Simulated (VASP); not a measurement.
# AlN (Fm-3m) in VASP: a series of runs, part 3 of 3

VASP 6.6.1. Earlier steps stand in the parts before.

### Step 5. Electric field gradients, LDA (volume scaled by 0.98)

Contents of INCAR:

```
SYSTEM = AlN
ALGO     = Normal         ! electronic algorithm
EDIFF    = 1E-8           ! SCF threshold, eV
ENCUT    = 520            ! plane-wave cutoff, eV
ISIF     = 2              ! what is computed and relaxed
ISMEAR   = -1             ! smearing method
LASPH    = .TRUE.         ! aspherical terms in the spheres
LCHARG   = .FALSE.        ! write CHGCAR
LEFG     = .TRUE.       
LREAL    = .FALSE.        ! projectors in reciprocal space
LWAVE    = .FALSE.        ! write WAVECAR
NBANDS   = 11             ! bands
NELM     = 80             ! most SCF steps
PREC     = Accurate       ! precision mode
SIGMA    = 0.02           ! smearing width, eV
```

Contents of KPOINTS:

```
k-points
0
G
  10 10 10
  0 0 0
```

Contents of POSCAR:

```
AlN
1.0
    0.0000000000      1.9647244322      1.9647244322
    1.9647244322      0.0000000000      1.9647244322
    1.9647244322      1.9647244322      0.0000000000
Al N
1 1
Direct
    0.0000000000      0.0000000000      0.0000000000
    0.5000000000      0.5000000000      0.5000000000
```

Potentials or basis: VASP PAW LDA potentials, release 64 (Al, N).

On the command line:

```
cat potpaw_LDA.64/Al/POTCAR potpaw_LDA.64/N/POTCAR > POTCAR
mpirun -np 1 vasp_std > vasp.out
```

OUTCAR:

```text
SYSTEM = AlN
   EDIFF = 1E-8
   ENCUT = 520
   ISIF = 2
   ISMEAR = -1
   LASPH = .TRUE.
   LREAL = .FALSE.
   NELM = 80
   PREC = Accurate

 ion  position               nearest neighbor table
   1  0.000  0.000  0.000-   2 1.96   2 1.96   2 1.96   2 1.96   2 1.96   2 1.96
   2  0.500  0.500  0.500-   1 1.96   1 1.96   1 1.96   1 1.96   1 1.96   1 1.96

  LATTYP: Found a face centered cubic cell.
 ALAT       =     3.9294488644

  Lattice vectors:

 A1 = (   0.0000000000,   1.9647244322,   1.9647244322)
 A2 = (   1.9647244322,   0.0000000000,   1.9647244322)
 A3 = (   1.9647244322,   1.9647244322,   0.0000000000)

Analysis of symmetry for initial positions (statically):
=====================================================================
 Subroutine PRICEL returns:
 Original cell was already a primitive cell.

 Routine SETGRP: Setting up the symmetry group for a
 face centered cubic supercell.

 Subroutine GETGRP returns: Found 48 space group operations
 (whereof 48 operations were pure point group operations)
 out of a pool of 48 trial point group operations.

The static configuration has the point symmetry O_h .

Analysis of symmetry for dynamics (positions and initial velocities):
=====================================================================
 Subroutine PRICEL returns:
 Original cell was already a primitive cell.

 Routine SETGRP: Setting up the symmetry group for a
 face centered cubic supercell.

 Subroutine GETGRP returns: Found 48 space group operations
 (whereof 48 operations were pure point group operations)
 out of a pool of 48 trial point group operations.

The dynamic configuration has the point symmetry O_h .

[... 161 lines left out ...]
      7      23.1500      0.00000
      8      23.1500      0.00000
      9      28.6146      0.00000
     10      29.1284      0.00000
     11      29.1284      0.00000
[... 309 lines left out ...]
 k-point    24 :       0.4000    0.3000    0.0000
  band No.  band energies     occupation
      1      -3.9931      2.00000
      2       4.6849      2.00000
      3       7.8053      2.00000
      4       8.3729      2.00000
      5      17.2154      0.00000
      6      18.1914      0.00000
      7      23.9760      0.00000
      8      27.3383      0.00000
      9      28.2046      0.00000
     10      33.4620      0.00000
     11      36.6399      0.00000

 [... further k-points ...]
[... 5 lines left out ...]
  --------------------------------------------------------------------------------------
  -------------------------------------------------------------------------------------
  Total        1.9066260      1.9066260      1.9066260      0.0000000      0.0000000     -0.0000000
  in kB      201.3915097    201.3915097    201.3915097      0.0000000      0.0000000     -0.0000000
  external PRESSURE =     201.3915097 kB  Pullay stress =       0.0000000 kB

 VOLUME and BASIS-vectors are now :
 -----------------------------------------------------------------------------
  energy-cutoff  :      520.00
  volume of cell :       15.17
      direct lattice vectors                 reciprocal lattice vectors
     0.000000000  1.964724432  1.964724432    -0.254488615  0.254488615  0.254488615
     1.964724432  0.000000000  1.964724432     0.254488615 -0.254488615  0.254488615
     1.964724432  1.964724432  0.000000000     0.254488615  0.254488615 -0.254488615

 POSITION                                       TOTAL-FORCE (eV/Angst)
 -----------------------------------------------------------------------------------
      0.00000      0.00000      0.00000        -0.000000      0.000000      0.000000
      1.96472      1.96472      1.96472         0.000000     -0.000000      0.000000
 -----------------------------------------------------------------------------------
    total drift:                               -0.000000     -0.000000      0.000000

  FREE ENERGIE OF THE ION-ELECTRON SYSTEM (eV)
  ---------------------------------------------------
  free  energy   TOTEN  =       -16.1702566036 eV

  energy  without entropy=      -16.1702566036  energy(sigma->0) =      -16.17025660

 Electric field gradients (V/A^2)
---------------------------------------------------------------------
 ion       V_xx      V_yy      V_zz      V_xy      V_xz      V_yz
---------------------------------------------------------------------
   1      -0.000    -0.000    -0.000     0.000     0.000     0.000
   2       0.000     0.000     0.000     0.000     0.000     0.000
---------------------------------------------------------------------

 Electric field gradients after diagonalization (V/A^2)
 (convention: |V_zz| > |V_xx| > |V_yy|)
----------------------------------------------------------------------
 ion       V_xx      V_yy      V_zz     asymmetry (V_yy - V_xx)/ V_zz
----------------------------------------------------------------------
   1      -0.000    -0.000     0.000       0.000
   2      -0.000    -0.000     0.000       0.000
----------------------------------------------------------------------

           NMR quadrupolar parameters

 Cq : quadrupolar parameter    Cq=e*Q*V_zz/h
 eta: asymmetry parameters     (V_yy - V_xx)/ V_zz
 Q  : nuclear electric quadrupole moment in mb (millibarn)
----------------------------------------------------------------------
 ion       Cq(MHz)       eta       Q (mb)
----------------------------------------------------------------------
   1       0.000       0.000       1.000
   2       0.000       0.000       1.000
----------------------------------------------------------------------
```

OSZICAR:

```text
N       E                     dE             d eps       ncg     rms          rms(c)
DAV:   1     0.639781312814E+01    0.63978E+01   -0.40352E+03  1082   0.619E+02
DAV:   2    -0.176233099004E+02   -0.24021E+02   -0.22958E+02  1232   0.130E+02
DAV:   3    -0.181514918494E+02   -0.52818E+00   -0.52753E+00  1273   0.162E+01
DAV:   4    -0.181528761948E+02   -0.13843E-02   -0.13843E-02  1145   0.999E-01
DAV:   5    -0.181528830304E+02   -0.68355E-05   -0.68357E-05  1223   0.678E-02    0.808E+00
DAV:   6    -0.162361405536E+02    0.19167E+01   -0.79185E+00  1094   0.151E+01    0.295E+00
DAV:   7    -0.161891916810E+02    0.46949E-01   -0.16472E-01  1178   0.273E+00    0.182E+00
DAV:   8    -0.161703678789E+02    0.18824E-01   -0.12303E-02  1094   0.103E+00    0.268E-01
DAV:   9    -0.161702564858E+02    0.11139E-03   -0.55746E-04  1178   0.137E-01    0.156E-01
DAV:  10    -0.161702569816E+02   -0.49582E-06   -0.19804E-05  1130   0.321E-02    0.234E-02
DAV:  11    -0.161702566117E+02    0.36989E-06   -0.67783E-07  1175   0.571E-03    0.465E-03
DAV:  12    -0.161702566036E+02    0.80710E-08   -0.41558E-08  1127   0.151E-03
   1 F= -.16170257E+02 E0= -.16170257E+02  d E =-.580731E-12
```

It took 5.8 s on 1 thread of Intel Xeon 6975P-C, shared host; peak memory 0.13 GiB.

Results:

```
Free energy            : -16.1703 eV
Pressure               : 20.1 GPa
Band gap on the k mesh : 5.03 eV, indirect (least direct gap 7.07 eV)
```

Caveat: without QUAD_EFG the Cq values of the log hold for a quadrupole moment of 1 mb, not for the nuclei. A k mesh can miss the band edges.

### Step 6. Electric field gradients, LDA (volume scaled by 0.98)

Contents of INCAR:

```
SYSTEM = AlN
ALGO = Normal
EDIFF = 1E-8
ENCUT = 520
GGA = CA
ISIF = 2
ISMEAR = -1
LASPH = .TRUE.
LCHARG = .FALSE.
LEFG = .TRUE.
LREAL = .FALSE.
LWAVE = .FALSE.
NBANDS = 11
NELM = 100
PREC = Accurate
SIGMA = 0.02
```

KPOINTS is that of step 5.

POSCAR is that of step 5.

Potentials or basis: VASP PAW LDA potentials, release 64 (Al, N).

On the command line:

```
cat potpaw_LDA.64/Al/POTCAR potpaw_LDA.64/N/POTCAR > POTCAR
mpirun -np 1 vasp_std > vasp.out
```

OUTCAR:

```text
SYSTEM = AlN
   EDIFF = 1E-8
   ENCUT = 520
   GGA = CA
   ISIF = 2
   ISMEAR = -1
   LASPH = .TRUE.
   LREAL = .FALSE.
   NELM = 100
   PREC = Accurate

 ion  position               nearest neighbor table
   1  0.000  0.000  0.000-   2 1.96   2 1.96   2 1.96   2 1.96   2 1.96   2 1.96
   2  0.500  0.500  0.500-   1 1.96   1 1.96   1 1.96   1 1.96   1 1.96   1 1.96

  LATTYP: Found a face centered cubic cell.
 ALAT       =     3.9294488644

  Lattice vectors:

 A1 = (   0.0000000000,   1.9647244322,   1.9647244322)
 A2 = (   1.9647244322,   0.0000000000,   1.9647244322)
 A3 = (   1.9647244322,   1.9647244322,   0.0000000000)

Analysis of symmetry for initial positions (statically):
=====================================================================
 Subroutine PRICEL returns:
 Original cell was already a primitive cell.

 Routine SETGRP: Setting up the symmetry group for a
 face centered cubic supercell.

 Subroutine GETGRP returns: Found 48 space group operations
 (whereof 48 operations were pure point group operations)
 out of a pool of 48 trial point group operations.

The static configuration has the point symmetry O_h .

Analysis of symmetry for dynamics (positions and initial velocities):
=====================================================================
 Subroutine PRICEL returns:
 Original cell was already a primitive cell.

 Routine SETGRP: Setting up the symmetry group for a
 face centered cubic supercell.

 Subroutine GETGRP returns: Found 48 space group operations
 (whereof 48 operations were pure point group operations)
 out of a pool of 48 trial point group operations.

The dynamic configuration has the point symmetry O_h .

 Subroutine INISYM returns: Found 48 space group operations
 (whereof 48 operations are pure point group operations),
 and found     1 'primitive' translations

----------------------------------------------------------------------------------------

                                     Primitive cell

  volume of cell :      15.1682

  direct lattice vectors                    reciprocal lattice vectors
     0.000000000  1.964724432  1.964724432    -0.254488615  0.254488615  0.254488615
     1.964724432  0.000000000  1.964724432     0.254488615 -0.254488615  0.254488615
     1.964724432  1.964724432  0.000000000     0.254488615  0.254488615 -0.254488615

  length of vectors
     2.778539938  2.778539938  2.778539938     0.440787211  0.440787211  0.440787211

  position of ions in fractional coordinates (direct lattice)
     0.000000000  0.000000000  0.000000000
     0.500000000  0.500000000  0.500000000

  ion indices of the primitive-cell ions
   primitive index   ion index
                 1           1
                 2           2

----------------------------------------------------------------------------------------

 KPOINTS: k-points

Automatic generation of k-mesh.
 Grid dimensions read from file:
 generate k-points for:   10   10   10

[... 73 lines left out ...]
   PSTRESS=    0.0 pullay stress
   NELECT =       8.0000    total number of electrons
   NUPDOWN=      -1.0000    fix difference up-down
   EMIN   =  10.00;   EMAX   =-10.00  energy-range for DOS
   EFERMI =   0.00;   METHOD = LEGACY
   ISMEAR =    -1;   SIGMA  =   0.02  broadening in eV -4-tet -1-fermi 0-gaus
   EFERMI_NEDOS =   21; number of points for ismear=-14 and -15
   IALGO  =     38    algorithm
   IMIX   =      4    mixing-type and parameters
     AMIX     =   0.40;   BMIX     =  1.00
     AMIX_MAG =   1.60;   BMIX_MAG =  1.00
  volume/ion in A,a.u.               =       7.58        51.18
  Fermi-wavevector in a.u.,A,eV,Ry     =   1.322695  2.499532 23.803708  1.749523
  Thomas-Fermi vector in A             =   2.452358
   LORBIT       =      0    0 simple, 1 ext, 2 COOP (PROOUT), +10 PAW based schemes
   GGA     = CA    functional components
   LHFCALC =     F    Hartree Fock is set to
   AEXX    =    0.0000 exact exchange contribution
   IVDW    =     0    specifies the selected vdW correction
   LEPSILON=     F    determine dielectric tensor
   LRPA    =     F    only Hartree local field effects (RPA)
 non-spin polarized calculation
  energy-cutoff  :      520.00
  volume of cell :       15.17
 maximum number of plane-waves:       423
 NGX is ok and might be reduce to    24
   NGX = 11   NGY = 11   NGZ = 11

 number of electron       8.0000000 magnetization

 Free energy of the ion-electron system (eV)
  ---------------------------------------------------
  ext. energy  EPLUGINS =         0.00000000
  ---------------------------------------------------
  free energy    TOTEN  =       -16.17025660 eV

  energy without entropy =      -16.17025660  energy(sigma->0) =      -16.17025660

 E-fermi :  11.3128     XC(G=0): -12.9805

 val. band max:       10.8667996738   @ k =   0.0000   0.0000   0.0000
 cond. band min:      15.8925933546   @ k =   0.5000   0.5000   0.0000
 fundamental gap:      5.0257936807
 Fermi energy:        11.3128219345

 k-point     1 :       0.0000    0.0000    0.0000
  band No.  band energies     occupation
      1      -7.3486      2.00000
      2      10.8668      2.00000
      3      10.8668      2.00000
      4      10.8668      2.00000
      5      17.9331      0.00000
      6      23.1500      0.00000
      7      23.1500      0.00000
      8      23.1500      0.00000
      9      28.6146      0.00000
     10      29.1284      0.00000
     11      29.1284      0.00000
[... 309 lines left out ...]
 k-point    24 :       0.4000    0.3000    0.0000
  band No.  band energies     occupation
      1      -3.9931      2.00000
      2       4.6849      2.00000
      3       7.8053      2.00000
      4       8.3729      2.00000
      5      17.2154      0.00000
      6      18.1914      0.00000
      7      23.9760      0.00000
      8      27.3383      0.00000
      9      28.2046      0.00000
     10      33.4620      0.00000
     11      36.6399      0.00000

 [... further k-points ...]
[... 5 lines left out ...]
  --------------------------------------------------------------------------------------
  -------------------------------------------------------------------------------------
  Total        1.9066260      1.9066260      1.9066260      0.0000000      0.0000000     -0.0000000
  in kB      201.3915097    201.3915097    201.3915097      0.0000000      0.0000000     -0.0000000
  external PRESSURE =     201.3915097 kB  Pullay stress =       0.0000000 kB

 VOLUME and BASIS-vectors are now :
 -----------------------------------------------------------------------------
  energy-cutoff  :      520.00
  volume of cell :       15.17
      direct lattice vectors                 reciprocal lattice vectors
     0.000000000  1.964724432  1.964724432    -0.254488615  0.254488615  0.254488615
     1.964724432  0.000000000  1.964724432     0.254488615 -0.254488615  0.254488615
     1.964724432  1.964724432  0.000000000     0.254488615  0.254488615 -0.254488615

 POSITION                                       TOTAL-FORCE (eV/Angst)
 -----------------------------------------------------------------------------------
      0.00000      0.00000      0.00000        -0.000000      0.000000      0.000000
      1.96472      1.96472      1.96472         0.000000     -0.000000      0.000000
 -----------------------------------------------------------------------------------
    total drift:                               -0.000000     -0.000000      0.000000

  FREE ENERGIE OF THE ION-ELECTRON SYSTEM (eV)
  ---------------------------------------------------
  free  energy   TOTEN  =       -16.1702566036 eV

  energy  without entropy=      -16.1702566036  energy(sigma->0) =      -16.17025660

 Electric field gradients (V/A^2)
---------------------------------------------------------------------
 ion       V_xx      V_yy      V_zz      V_xy      V_xz      V_yz
---------------------------------------------------------------------
   1      -0.000    -0.000    -0.000     0.000     0.000     0.000
   2       0.000     0.000     0.000     0.000     0.000     0.000
---------------------------------------------------------------------

 Electric field gradients after diagonalization (V/A^2)
 (convention: |V_zz| > |V_xx| > |V_yy|)
----------------------------------------------------------------------
 ion       V_xx      V_yy      V_zz     asymmetry (V_yy - V_xx)/ V_zz
----------------------------------------------------------------------
   1      -0.000    -0.000     0.000       0.000
   2      -0.000    -0.000     0.000       0.000
----------------------------------------------------------------------

           NMR quadrupolar parameters

 Cq : quadrupolar parameter    Cq=e*Q*V_zz/h
 eta: asymmetry parameters     (V_yy - V_xx)/ V_zz
 Q  : nuclear electric quadrupole moment in mb (millibarn)
----------------------------------------------------------------------
 ion       Cq(MHz)       eta       Q (mb)
----------------------------------------------------------------------
   1       0.000       0.000       1.000
   2       0.000       0.000       1.000
----------------------------------------------------------------------
```

Run time: 5.6 s. Hardware: 1 thread of Intel Xeon 6975P-C, shared host; peak memory 0.12 GiB.

Results:

- Free energy: -16.1703 eV
- Pressure: 20.1 GPa
- Band gap on the k mesh: 5.03 eV, indirect (least direct gap 7.07 eV)

Levels at points of the mesh, in eV from the valence-band top:
```
           k point  band 1  band 2  band 3  band 4  band 5  band 6  band 7  band 8
(0.00, 0.00, 0.00)  -18.22    0.00    0.00    0.00    7.07   12.28   12.28   12.28
(0.50, 0.00, 0.00)  -14.52   -8.92   -1.25   -1.25    6.68   11.51   11.51   14.41
(0.50, 0.50, 0.00)  -13.38   -8.01   -3.04   -3.04    5.03    5.31   14.96   18.37
```

Caveat: without QUAD_EFG the Cq values of the log hold for a quadrupole moment of 1 mb, not for the nuclei. A k mesh can miss the band edges.

### Step 7. The runs side by side

```csv
cell,gap on the mesh (eV),pressure (GPa)
"a = 2.774 Å, angles 60.0°, 2 atoms",5.01,22.0
"a = 2.740 Å, angles 60.0°, 2 atoms",4.93,36.1
"a = 2.779 Å, angles 60.0°, 2 atoms",5.03,20.1
```

Alike in all rows: task electric field gradients; level LDA; potentials or basis VASP PAW LDA potentials, release 64 (Al, N); no spin polarisation; k mesh 10 × 10 × 10; cutoff (eV) 520; smearing fermi-dirac 0.02 eV.

Absolute energies hang on the potentials; compare differences alone.
